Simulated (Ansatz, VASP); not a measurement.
**Two plane-wave programs on F**

Contents of INCAR:

```
SYSTEM = F
PREC = Accurate
ENCUT = 520
EDIFF = 1E-7
ISMEAR = 0
SIGMA = 0.05
LREAL = .False.
LASPH = .True.
NELM = 100
ALGO = Normal
ISIF = 2
LWAVE = .False.
LCHARG = .False.
GGA = PE
IVDW = 12
NBANDS = 22
```

Contents of KPOINTS:

```
Automatic mesh
0
Gamma
  8 8 4
  0 0 0
```

The input POSCAR:

```
F
1.0
    2.9625080549     -1.7730271671      0.3126421678
    2.9625080549      1.7730271671      0.3126421678
   -0.8350329160      0.0000000000      6.6776593486
F
4
Direct
    0.9138648456      0.5855481450      0.0939279973
    0.4144518550      0.0861351544      0.4060720027
    0.0861351544      0.4144518550      0.9060720027
    0.5855481450      0.9138648456      0.5939279973
```

Input for Ansatz:

```yaml
crystal:
  lattice:
    - [2.9625080549, -1.7730271671, 0.3126421678]
    - [2.9625080549, 1.7730271671, 0.3126421678]
    - [-0.835032916, 0.0, 6.6776593486]
  atoms:
    - { symbol: F, position: [0.9138648456, 0.585548145, 0.0939279973] }
    - { symbol: F, position: [0.414451855, 0.0861351544, 0.4060720027] }
    - { symbol: F, position: [0.0861351544, 0.414451855, 0.9060720027] }
    - { symbol: F, position: [0.585548145, 0.9138648456, 0.5939279973] }
basis:
  ecutwfc: 520.0
kpoints:
  mp_grid: { grid: [8, 8, 4] }
hamiltonian:
  xc: pbe
  dispersion: d3bj
scf:
  occupations: { method: gaussian, width: 0.05 }
output:
  forces: true
  stress: true
  eigenvalues: true
```

Change from the starting cell: volume 17.769 Å^3 an atom, stretch along a over the lengths across it, relative to the relaxed cell 1.0620.

Alike in both runs: task single point; functional PBE; dispersion D3(BJ); k mesh 8 × 8 × 4; occupations gaussian, width 0.05 eV; no spin polarisation.

|  | VASP | Ansatz |
| --- | --- | --- |
| version | VASP 6.6.1 | Ansatz 0.2.0 |
| potentials or method | VASP PAW PBE potentials, release 64 (F), cutoff 520 eV | scalar-relativistic, plane waves, PAW |
| valence electrons in the cell | 28 | 28 |

VASP gave:

```
gap on the k mesh at the Fermi level (eV)                     : 3.13
least direct gap on the mesh (eV)                             : 3.13
pressure (GPa)                                                : 1.4
traceless stress, the component that is largest in VASP (GPa) : 2.83
rms of the force components (eV/Å)                            : 0.527
```

Problem. Estimate Ansatz's values.

Solution. gap on the k mesh at the Fermi level (eV): 3.21; least direct gap on the mesh (eV): 3.21; pressure (GPa): 1.1; traceless stress, the component that is largest in VASP (GPa): 1.64; rms of the force components (eV/Å): 0.298.

Atom by atom the forces differ by 0.229 eV/Å (rms over components).
